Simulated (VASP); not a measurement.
The system is Si3N4.

```
Si N
1.0
     4.13078    0.00000    0.00000
     0.00000    4.13078    0.00000
     0.00000    0.00000    4.13078
Si N
3 4
Cartesian
  0.0000 0.0000 2.0654
  2.0654 0.0000 0.0000
  0.0000 2.0654 0.0000
  0.9894 0.9894 3.1414
  3.1414 3.1414 3.1414
  0.9894 3.1414 0.9894
  3.1414 0.9894 0.9894
```

```yaml
Program: VASP 6.6.1
Task: relaxation of cell and atoms
Functional: PBE
Dispersion: D3(BJ)
Potentials_or_basis: VASP PAW PBE potentials, release 64 (Si, N)
Cutoff: 600 eV
k_mesh: 7 × 7 × 7
Occupations: fermi-dirac, width 0.05 eV
Spin: no spin polarisation
```

At the start: pressure -4.7 GPa; volume 10.07 Å³/atom.

Task: Where does the relaxation end?

Result: Over 5 steps the energy falls by 3.3 meV/atom and the volume is 9.85 Å³/atom (-2.2 %); space group P-43m (No. 215, to 0.1 Å) before and after.

The path:
| step | energy change (eV) | largest force (eV/Å) | pressure (GPa) | volume (Å³) |
| --- | --- | --- | --- | --- |
| 1 | 0.0000 | 0.0036 | -4.67 | 70.48 |
| 2 | 0.0100 | 0.3945 | 6.13 | 67.53 |
| 3 | -0.0201 | 0.1682 | -0.03 | 69.14 |
| 4 | -0.0231 | 0.0400 | -0.05 | 68.97 |
| 5 | -0.0233 | 0.0011 | -0.03 | 68.92 |

Final structure:
```xyz
7
Lattice="4.0999 0.0000 0.0000 0.0000 4.0999 0.0000 0.0000 0.0000 4.0999" Properties=species:S:1:pos:R:3 pbc="T T T"
Si    0.0000    0.0000    2.0499
Si    2.0499    0.0000    0.0000
Si    0.0000    2.0499    0.0000
N     0.9875    0.9875    3.1124
N     3.1124    3.1124    3.1124
N     0.9875    3.1124    0.9875
N     3.1124    0.9875    0.9875
```
